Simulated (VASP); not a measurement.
# Tl (Cmce) in VASP: a series of runs

The runs below take Tl through single point, with r2SCAN.

Program: VASP 6.6.1. These are calculated values, not measurements. Logs are shortened: lines on timing, memory, paths and dates and some standing lists are left out, and cuts for length are marked.

### 1 The cell of the first run

The structure is orthorhombic, space group Cmce (No. 64). The conventional cell has a = 5.303 Å, b = 8.988 Å, c = 5.310 Å, α = 90.00°, β = 90.00°, γ = 90.00°. Tl (site symmetry m) has 7 Tl at 2.87 to 3.29 Å within 3.8 Å.

### 2 Single point, r2SCAN

The input, POSCAR:

```
Tl
1.0
    2.6514885851     -4.4937814386      0.0000000000
    2.6514885851      4.4937814386      0.0000000000
    0.0000000000      0.0000000000      5.3100310338
Tl
4
Direct
    0.1525000000      0.8475000000      0.0785000000
    0.6525000000      0.3475000000      0.4215000000
    0.8475000000      0.1525000000      0.9215000000
    0.3475000000      0.6525000000      0.5785000000
```

The input, INCAR.step1:

```
PREC = Accurate
ENCUT = 520
ISMEAR = 0
SIGMA = 0.1
LREAL = False
LASPH = True
NELM = 80
NBANDS = 34
GGA = PE
ALGO = Normal
EDIFF = 1E-4
LWAVE = True
LCHARG = False
```

The input, INCAR.step2:

```
PREC = Accurate
ENCUT = 520
EDIFF = 1E-6
ISMEAR = 0
SIGMA = 0.1
LREAL = False
LASPH = True
NELM = 80
ALGO = Normal
ISIF = 2
LWAVE = False
LCHARG = False
METAGGA = R2SCAN
LMIXTAU = True
NBANDS = 34
ISTART = 1
```

The input, KPOINTS:

```
Automatic mesh
0
Gamma
  4 4 4
```

Potentials or basis: VASP PAW PBE potentials, release 64 (Tl_d).

Started as:

```bash
$ cat potpaw_PBE.64/Tl_d/POTCAR > POTCAR
$ cp INCAR.step1 INCAR
$ mpirun -np 1 vasp_std > vasp.out
$ cp INCAR.step2 INCAR
$ mpirun -np 1 vasp_std > vasp.out
```

OUTCAR:

```text
PREC = Accurate
   ENCUT = 520
   EDIFF = 1E-6
   ISMEAR = 0
   LREAL = False
   LASPH = True
   NELM = 80
   ISIF = 2
   METAGGA = R2SCAN
   ISTART = 1

 ion  position               nearest neighbor table
   1  0.153  0.847  0.078-   3 2.87   4 3.18   4 3.18   2 3.22   2 3.22   3 3.29   3 3.29
   2  0.653  0.347  0.422-   4 2.87   3 3.18   3 3.18   1 3.22   1 3.22   4 3.29   4 3.29
   3  0.847  0.153  0.922-   1 2.87   2 3.18   2 3.18   4 3.22   4 3.22   1 3.29   1 3.29
   4  0.347  0.653  0.578-   2 2.87   1 3.18   1 3.18   3 3.22   3 3.22   2 3.29   2 3.29

  LATTYP: Found a base centered orthorhombic cell.
 ALAT       =     5.3029771702
 B/A-ratio  =     1.6948145520
 C/A-ratio  =     1.0013301705

  Lattice vectors:

 A1 = (   2.6514885851,  -4.4937814386,   0.0000000000)
 A2 = (   2.6514885851,   4.4937814386,   0.0000000000)
 A3 = (   0.0000000000,   0.0000000000,   5.3100310338)

Analysis of symmetry for initial positions (statically):
=====================================================================
 Subroutine PRICEL returns:
 Original cell was already a primitive cell.

 Routine SETGRP: Setting up the symmetry group for a
 base centered orthorhombic supercell.

 Subroutine GETGRP returns: Found  8 space group operations
 (whereof  4 operations were pure point group operations)
 out of a pool of  8 trial point group operations.

The static configuration has the point symmetry C_2h.
 The point group associated with its full space group is D_2h.

Analysis of symmetry for dynamics (positions and initial velocities):
=====================================================================
 Subroutine PRICEL returns:
 Original cell was already a primitive cell.

 Routine SETGRP: Setting up the symmetry group for a
 base centered orthorhombic supercell.

 Subroutine GETGRP returns: Found  8 space group operations
 (whereof  4 operations were pure point group operations)
 out of a pool of  8 trial point group operations.

The dynamic configuration has the point symmetry C_2h.
 The point group associated with its full space group is D_2h.

 Subroutine INISYM returns: Found  8 space group operations
 (whereof  4 operations are pure point group operations),
 and found     1 'primitive' translations

----------------------------------------------------------------------------------------

[... 91 lines left out ...]
   NELM   =     80;   NELMIN=  2; NELMDL=  0     # of ELM steps
   EDIFF  = 0.1E-05   stopping-criterion for ELM
   LREAL  =      F    real-space projection
   EDIFFG = 0.1E-04   stopping-criterion for IOM
   NSW    =      0    number of steps for IOM
   IBRION =     -1    ionic relax: 0-MD 1-quasi-New 2-CG
   NFREE  =      0    steps in history (QN), initial steepest desc. (CG)
   ISIF   =      2    stress and relaxation
   ISYM   =      2    0-nonsym 1-usesym 2-fastsym
   POTIM  = 0.5000    time-step for ionic-motion
   TEBEG  =    0.0;   TEEND  =   0.0 temperature during run
   PSTRESS=    0.0 pullay stress
   NELECT =      52.0000    total number of electrons
   NUPDOWN=      -1.0000    fix difference up-down
   EMIN   =  10.00;   EMAX   =-10.00  energy-range for DOS
   EFERMI =   0.00;   METHOD = LEGACY
   ISMEAR =     0;   SIGMA  =   0.10  broadening in eV -4-tet -1-fermi 0-gaus
   EFERMI_NEDOS =   21; number of points for ismear=-14 and -15
   IALGO  =     38    algorithm
   IMIX   =      4    mixing-type and parameters
     AMIX     =   0.40;   BMIX     =  1.00
     AMIX_MAG =   1.60;   BMIX_MAG =  1.00
  volume/ion in A,a.u.               =      31.64       213.48
  Fermi-wavevector in a.u.,A,eV,Ry     =   1.217119  2.300021 20.155379  1.481379
  Thomas-Fermi vector in A             =   2.352450
   LORBIT       =      0    0 simple, 1 ext, 2 COOP (PROOUT), +10 PAW based schemes
   METAGGA = R2SCAN    functional components
   LHFCALC =     F    Hartree Fock is set to
   AEXX    =    0.0000 exact exchange contribution
   IVDW    =     0    specifies the selected vdW correction
   LEPSILON=     F    determine dielectric tensor
   LRPA    =     F    only Hartree local field effects (RPA)
 non-spin polarized calculation
 Gauss-broadening in eV      SIGMA  =   0.10
  energy-cutoff  :      520.00
  volume of cell :      126.54
 maximum number of plane-waves:      3424
 NGX is ok and might be reduce to    40
   NGX = 19   NGY = 19   NGZ = 19

 number of electron      52.0000000 magnetization

 Free energy of the ion-electron system (eV)
  ---------------------------------------------------
  ext. energy  EPLUGINS =         0.00000000
  ---------------------------------------------------
  free energy    TOTEN  =      -211.97866639 eV

  energy without entropy =     -211.96766695  energy(sigma->0) =     -211.97316667

 E-fermi :   5.4949     XC(G=0): -10.1748

 val. band max:        5.3952291903   @ k =  -0.2500   0.2500   0.5000
 cond. band min:       5.4992911289   @ k =  -0.2500   0.2500   0.5000
 fundamental gap:      0.1040619386
 Fermi energy:         5.4949359939

 k-point     1 :       0.0000    0.0000    0.0000
  band No.  band energies     occupation
      1      -7.1824      2.00000
      2      -7.1284      2.00000
      3      -7.1068      2.00000
      4      -7.0778      2.00000
      5      -6.9079      2.00000
      6      -6.8554      2.00000
[... 766 lines left out ...]
     33      13.0252      0.00000
     34      13.0252      0.00000

------------------------ aborting loop because EDIFF is reached ----------------------------------------

  FORCE on cell =-STRESS in cart. coord.  units (eV):
  Direction    XX          YY          ZZ          XY          YZ          ZX
  --------------------------------------------------------------------------------------
  -------------------------------------------------------------------------------------
  Total        1.1508041      2.9529078      0.6203095      0.0000000      0.0000000      0.0000000
  in kB       14.5707945     37.3879552      7.8539879      0.0000000      0.0000000      0.0000000
  external PRESSURE =      19.9375792 kB  Pullay stress =       0.0000000 kB

 VOLUME and BASIS-vectors are now :
 -----------------------------------------------------------------------------
  energy-cutoff  :      520.00
  volume of cell :      126.54
      direct lattice vectors                 reciprocal lattice vectors
     2.651488585 -4.493781439  0.000000000     0.188573318 -0.111264868  0.000000000
     2.651488585  4.493781439  0.000000000     0.188573318  0.111264868  0.000000000
     0.000000000  0.000000000  5.310031034     0.000000000  0.000000000  0.188322817

 POSITION                                       TOTAL-FORCE (eV/Angst)
 -----------------------------------------------------------------------------------
      2.65149      3.12318      0.41684         0.000000     -0.478274      0.118987
      2.65149     -1.37060      2.23818         0.000000     -0.478274     -0.118987
      2.65149     -3.12318      4.89319         0.000000      0.478274     -0.118987
      2.65149      1.37060      3.07185         0.000000      0.478274      0.118987
 -----------------------------------------------------------------------------------
    total drift:                                0.000000      0.000000     -0.000000

  FREE ENERGIE OF THE ION-ELECTRON SYSTEM (eV)
  ---------------------------------------------------
  free  energy   TOTEN  =      -211.9786663949 eV

  energy  without entropy=     -211.9676669500  energy(sigma->0) =     -211.97316667
```

OSZICAR.step1:

```text
N       E                     dE             d eps       ncg     rms          rms(c)
DAV:   1     0.297150375071E+03    0.29715E+03   -0.27821E+04  1428   0.143E+03
DAV:   2    -0.626481942305E+00   -0.29778E+03   -0.29295E+03  1534   0.326E+02
DAV:   3    -0.804522262204E+01   -0.74187E+01   -0.73009E+01  1616   0.431E+01
DAV:   4    -0.812732682188E+01   -0.82104E-01   -0.81956E-01  1558   0.412E+00
DAV:   5    -0.812906260713E+01   -0.17358E-02   -0.17358E-02  1596   0.595E-01    0.537E+00
DAV:   6    -0.804095231461E+01    0.88110E-01   -0.17782E-01  1492   0.268E+00    0.366E+00
DAV:   7    -0.802925038646E+01    0.11702E-01   -0.97822E-02  1492   0.200E+00    0.999E-01
DAV:   8    -0.802799506998E+01    0.12553E-02   -0.12604E-02  1466   0.633E-01    0.804E-02
DAV:   9    -0.802807036415E+01   -0.75294E-04   -0.15541E-04  1136   0.711E-02
   1 F= -.80280704E+01 E0= -.80221645E+01  d E =-.118117E-01
```

It took 3.6 min on 1 thread of AMD EPYC 7R13 (Zen 3), shared host; peak memory 0.24 GiB.

Results:

```yaml
Free_energy: -211.9787 eV
Pressure: 2.0 GPa
Largest_force: 0.493 eV/Å
Band_gap_on_the_k_mesh: zero (bands 26 and 27 overlap by 0.53 eV)
```

Forces in eV/Å, atoms in the order of the input:
```
Tl   0.000 -0.478  0.119
Tl   0.000 -0.478 -0.119
Tl   0.000  0.478 -0.119
Tl   0.000  0.478  0.119
```

Stress tensor (GPa, compression positive):
```
1.46 0.00 0.00
0.00 3.74 0.00
0.00 0.00 0.79
```

Caveat: the PAW data sets were made with another functional, which shifts forces and pressure a little; spin-orbit coupling is left out, which moves the levels of the heavy elements.

### 3 Single point, r2SCAN

This run uses another cell than the first one, of 33.74 Å³/atom.

The input, POSCAR:

```
Tl
1.0
    2.8471924019     -4.1684080976      0.0000000000
    2.8471924019      4.1684080976      0.0000000000
    0.0000000000      0.0000000000      5.6855440170
Tl
4
Direct
    0.1616441623      0.8383558377      0.1283530675
    0.6616441623      0.3383558377      0.3716469325
    0.8383558377      0.1616441623      0.8716469325
    0.3383558377      0.6616441623      0.6283530675
```

The input, INCAR.step1:

```
  ALGO = Normal
  EDIFF = 1E-4
  ENCUT = 520
  GGA = PE
  ISMEAR = 0
  LASPH = T
  LCHARG = F
  LREAL = F
  LWAVE = T
  NBANDS = 34
  NELM = 80
  PREC = Accurate
  SIGMA = 0.1
```

The input, INCAR.step2:

```
  ALGO = Normal
  EDIFF = 1E-6
  ENCUT = 520
  ISIF = 2
  ISMEAR = 0
  ISTART = 1
  LASPH = T
  LCHARG = F
  LMIXTAU = T
  LREAL = F
  LWAVE = F
  METAGGA = R2SCAN
  NBANDS = 34
  NELM = 80
  PREC = Accurate
  SIGMA = 0.1
```

The input, KPOINTS:

```
k-points
0
Gamma
  4 4 4
```

Potentials or basis: VASP PAW PBE potentials, release 64 (Tl_d).

Started as:

```bash
$ cat potpaw_PBE.64/Tl_d/POTCAR > POTCAR
$ cp INCAR.step1 INCAR
$ mpirun -np 1 vasp_std > vasp.out
$ cp INCAR.step2 INCAR
$ mpirun -np 1 vasp_std > vasp.out
```

It took 3.5 min on 1 thread of AMD EPYC 7R13 (Zen 3), shared host; peak memory 0.27 GiB.

Results (log left out):

- Free energy: -212.1341 eV
- Pressure: 0.1 GPa
- Largest force: 0.009 eV/Å
- Band gap on the k mesh: zero (bands 26 and 27 overlap by 1.45 eV)

Forces in eV/Å, atoms in the order of the input:
```
Tl   0.000 -0.008 -0.006
Tl   0.000 -0.008  0.006
Tl   0.000  0.008  0.006
Tl   0.000  0.008 -0.006
```

Stress tensor (GPa, compression positive):
```
0.00 0.00 0.00
0.00 0.19 0.00
0.00 0.00 0.09
```

Levels at points of the mesh, in eV from the Fermi level:
```tsv
k point	band 22	band 23	band 24	band 25	band 26	band 27	band 28	band 29	band 30	band 31
(0.00, 0.00, 0.00)	-5.16	-4.80	-3.92	-0.96	0.62	1.15	1.29	1.58	2.78	4.32
(0.50, 0.00, 0.00)	-8.03	-4.29	-4.29	-1.17	-1.17	0.93	0.93	3.31	3.31	4.56
(0.50, 0.50, 0.00)	-6.67	-5.64	-2.80	-2.43	-1.03	0.78	1.19	1.62	1.92	2.79
(0.00, 0.00, 0.50)	-8.56	-3.12	-3.12	0.16	0.16	0.59	0.59	2.28	2.28	4.53
(0.50, 0.00, 0.50)	-7.18	-6.11	-6.11	-0.25	-0.25	0.68	0.68	4.76	4.76	4.84
(0.50, 0.50, 0.50)	-7.15	-5.23	-5.23	-1.52	-1.52	-0.83	-0.83	4.67	4.67	6.12
```

Caveat: the PAW data sets were made with another functional, which shifts forces and pressure a little; spin-orbit coupling is left out, which moves the levels of the heavy elements.

The gap in the log of VASP goes by the Fermi energy; the results here count the filled bands.